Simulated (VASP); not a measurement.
Input of a VASP 6.6.1 run:

The input INCAR:

```
  PREC = Accurate
  ENCUT = 520
  EDIFF = 1E-8
  ISMEAR = -1
  SIGMA = 0.02
  LREAL = F
  LASPH = T
  NELM = 100
  ALGO = Normal
  ISIF = 2
  LWAVE = F
  LCHARG = F
  GGA = PE
  LEFG = T
  NBANDS = 16
```

File KPOINTS:

```
Automatic mesh
0
Gamma
  13 13 13
```

The input POSCAR:

```
GaN
1.0
    0.0000000000      1.9925000000      2.0124250000
    1.9925000000      0.0000000000      2.0124250000
    1.9925000000      1.9925000000      0.0000000000
Ga N
1 1
Direct
    0.5000000000      0.5000000000      0.5000000000
    0.0000000000      0.0000000000      0.0000000000
```

Potentials or basis: VASP PAW PBE potentials, release 64 (Ga_d, N).

Run with:

```bash
$ cat potpaw_PBE.64/Ga_d/POTCAR potpaw_PBE.64/N/POTCAR > POTCAR
$ mpirun -np 1 vasp_std > vasp.out
```

**Question.** Predict the band gap on the k mesh.

**Answer.** 1.77 eV, indirect (least direct gap 5.00 eV).

**Question.** Estimate the pressure.

**Answer.** 65.5 GPa.

Electric field gradients, principal values (V/Å²):
```tsv
atom	least	middle	greatest (by size)
1 Ga	-4.993	-4.998	9.990
2 N	0.133	0.133	-0.267
```

Caveat: the cell differs from its parent crystal (zz strain of +1 %); without QUAD_EFG the Cq values of the log hold for a quadrupole moment of 1 mb, not for the nuclei. A k mesh can miss the band edges.
